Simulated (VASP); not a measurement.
Set up this calculation in VASP 6.6.1, as the native input.

- Task: single point
- Functional: PBEsol
- Potentials or basis: VASP PAW PBE potentials, release 64 (Fe)
- Cutoff: 520 eV
- k mesh: 18 × 18 × 18
- Occupations: fermi-dirac, width 0.05 eV
- Spin: collinear spin, ferromagnetic start
- Starting moments: [2.5] μB
- Dipole correction: no
- Further INCAR settings: ALGO = Normal; EDIFF = 1e-06; NBANDS = 14

The structure of Fe lies in POSCAR:

```
Fe
1.0
    0.0000000000      1.7680425104      1.7680425104
    1.7680425104      0.0000000000      1.7680425104
    1.7680425104      1.7680425104      0.0000000000
Fe
1
Direct
    0.0000000000      0.0000000000      0.0000000000
```

This cell differs from its parent crystal: volume scaled by 1.12.

These files were run (other wordings do the same):

INCAR

```
ALGO = Normal ; EDIFF = 1E-6
ENCUT = 520 ; GGA = PS
ISIF = 2 ; ISMEAR = -1
ISPIN = 2 ; LASPH = True
LCHARG = False ; LMAXMIX = 4
LORBIT = 11 ; LREAL = False
LWAVE = False ; MAGMOM = 2.5
NBANDS = 14 ; NELM = 150
PREC = Accurate ; SIGMA = 0.05
```

KPOINTS

```
k-points
0
Gamma
  18 18 18
```

Potentials or basis: VASP PAW PBE potentials, release 64 (Fe).

Launch:

```console
$ cat potpaw_PBE.64/Fe/POTCAR > POTCAR
$ mpirun -np 1 vasp_std > vasp.out
```

It gave:

```json
{
  "Pressure": "-18.9 GPa",
  "Net moment": "1.20 μB per cell",
  "Site moments": "Fe +1.19 μB",
  "Valence electrons inside the program's atomic spheres": "Fe 7.32"
}
```

Caveat: the PAW data sets were made with another functional, which shifts forces and pressure a little.

Wall time 50 s on 1 thread of Intel(R) Xeon(R) 6975P-C (Granite Rapids), with other jobs on the host, peak memory 0.16 GiB.
